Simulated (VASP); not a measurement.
Input of a VASP 6.6.1 run:

POSCAR

```
Pd
1.0
    0.0000000000      1.9449000000      1.9449000000
    1.9449000000      0.0000000000      1.9449000000
    1.9449000000      1.9449000000      0.0000000000
Pd
1
Direct
    0.0000000000      0.0000000000      0.0000000000
```

Contents of INCAR.step1:

```
SYSTEM = Pd
PREC = Accurate
ENCUT = 550
ISMEAR = 0
SIGMA = 0.1
LREAL = .FALSE.
LASPH = .TRUE.
NELM = 120
NBANDS = 11
GGA = PE
ALGO = Normal
EDIFF = 1E-5
LWAVE = .TRUE.
LCHARG = .FALSE.
GGA_COMPAT = .FALSE.
```

INCAR.step2

```
SYSTEM = Pd
PREC = Accurate
ENCUT = 550
EDIFF = 1E-6
ISMEAR = 0
SIGMA = 0.1
LREAL = .FALSE.
LASPH = .TRUE.
NELM = 120
ALGO = Normal
ISIF = 2
LWAVE = .FALSE.
LCHARG = .FALSE.
METAGGA = R2SCAN
LMIXTAU = .TRUE.
NBANDS = 11
ISTART = 1
GGA_COMPAT = .FALSE.
```

Contents of KPOINTS:

```
regular mesh
0
G
  8 8 8
  0 0 0
```

Potentials or basis: VASP PAW PBE potentials, release 64 (Pd).

Launch:

```sh
$ cat potpaw_PBE.64/Pd/POTCAR > POTCAR
$ cp INCAR.step1 INCAR
$ mpirun -np 1 vasp_std > vasp.out
$ cp INCAR.step2 INCAR
$ mpirun -np 1 vasp_std > vasp.out
```

(1) Estimate the pressure.

(2) Predict the band gap on the k mesh.

Answers

(1) 4.2 GPa.

(2) zero (band 5 reaches 10.01 eV, above the bottom of band 6 at 8.32 eV).

Caveat: the PAW data sets were made with another functional, which shifts forces and pressure a little.
